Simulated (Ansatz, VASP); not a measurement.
One calculation of Ir, two programs

File INCAR:

```
ALGO = Normal
EDIFF = 1E-6
ENCUT = 520
GGA = PS
ISIF = 2
ISMEAR = 0
LASPH = True
LCHARG = True
LELF = True
LREAL = False
LVHAR = True
LWAVE = False
NBANDS = 10
NELM = 80
PREC = Accurate
SIGMA = 0.1
```

File KPOINTS:

```
k-points
0
Gamma
  16 16 16
```

Contents of POSCAR:

```
Ir
1.0
    0.0000000000      1.9762543620      1.9762543620
    1.9474588620      0.0000000000      1.9762543620
    1.9474588620      1.9762543620      0.0000000000
Ir
1
Direct
    0.0000000000      0.0000000000      0.0000000000
```

Input for Ansatz:

```yaml
crystal:
  lattice:
    - [0.0, 1.976254362, 1.976254362]
    - [1.947458862, 0.0, 1.976254362]
    - [1.947458862, 1.976254362, 0.0]
  atoms:
    - { symbol: Ir, position: [0.0, 0.0, 0.0] }
basis:
  ecutwfc: 420
kpoints:
  mp_grid: { grid: [16, 16, 16] }
hamiltonian:
  xc: pbesol
scf:
  occupations: { method: gaussian, width: 0.1 }
output:
  forces: true
  stress: true
  eigenvalues: true
  write_density: true
  write_potential: true
  elf: true
  volumetric_format: npy
```

Alike in both runs: task single point; functional PBEsol; k mesh 16 × 16 × 16; occupations gaussian, width 0.1 eV; no spin polarisation.

|  | VASP | Ansatz |
| --- | --- | --- |
| version | VASP 6.6.1 | Ansatz 0.2.0 |
| potentials or method | VASP PAW PBE potentials, release 64 (Ir), cutoff 520 eV | scalar-relativistic, plane waves, PAW |
| valence electrons in the cell | 9 | 17 |

|  | VASP | Ansatz | Ansatz less VASP |
| --- | --- | --- | --- |
| gap on the k mesh at the Fermi level (eV) | none | none | - |
| pressure (GPa) | -24.3 | -24.9 | -0.53 |
| traceless stress, the component that is largest in VASP (GPa) | 2.96 | 2.97 | +0.009 |

VASP's potentials were made for PBE, not for PBEsol. A gap of «none» marks a metal or a gap that the smearing closes. With one functional, cell and mesh, what is left measures potentials, basis and numerics. VASP's potentials hold 9 valence electrons a cell and Ansatz's 17, so a difference there can come from the potentials and not from the codes.

Spin-orbit coupling is off throughout.
